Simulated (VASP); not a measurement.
**CdF2: single point with PBEsol**

CdF2:

```
CELL_PARAMETERS angstrom
0.00000 2.59227 2.59227
2.59227 0.00000 2.59227
2.59227 2.59227 0.00000
ATOMIC_POSITIONS crystal
Cd 0.00000 0.00000 0.00000
F 0.25000 0.25000 0.25000
F 0.75000 0.75000 0.75000
```

This cell differs from its parent crystal: strained.

```yaml
Program: VASP 6.6.1
Task: single point
Functional: PBEsol
Potentials_or_basis: VASP PAW PBE potentials, release 64 (Cd_sv_GW, F)
Cutoff: 700 eV
k_mesh: 8 × 8 × 8
Occupations: gaussian, width 0.02 eV
Spin: no spin polarisation
Dipole_correction: no
Further_INCAR_settings: ALGO = Normal; EDIFF = 1e-06; NBANDS = 24
```

```yaml
Pressure: 15.8 GPa
Band_gap_on_the_k_mesh: 3.33 eV (least direct gap 3.65 eV)
```

Levels at points of the mesh, in eV from the valence-band top:
| k point | band 15 | band 16 | band 17 | band 18 | band 19 | band 20 |
| --- | --- | --- | --- | --- | --- | --- |
| (0.00, 0.00, 0.00) | -0.32 | -0.32 | -0.32 | 3.33 | 12.99 | 12.99 |
| (0.50, 0.00, 0.00) | -2.38 | -0.30 | -0.30 | 7.96 | 9.28 | 15.34 |
| (0.50, 0.50, 0.00) | -0.79 | -0.11 | -0.11 | 8.84 | 10.12 | 11.89 |

Wall time 33 s on 1 thread of Intel(R) Xeon(R) Platinum 8259CL CPU @ 2.50GHz (Skylake/Cascade Lake), with other jobs on the host, peak memory 0.21 GiB.

Caveat: the cell differs from its parent crystal (strained); the cell stands under pressure; the PAW data sets were made with another functional, which shifts forces and pressure a little. A k mesh can miss the band edges.
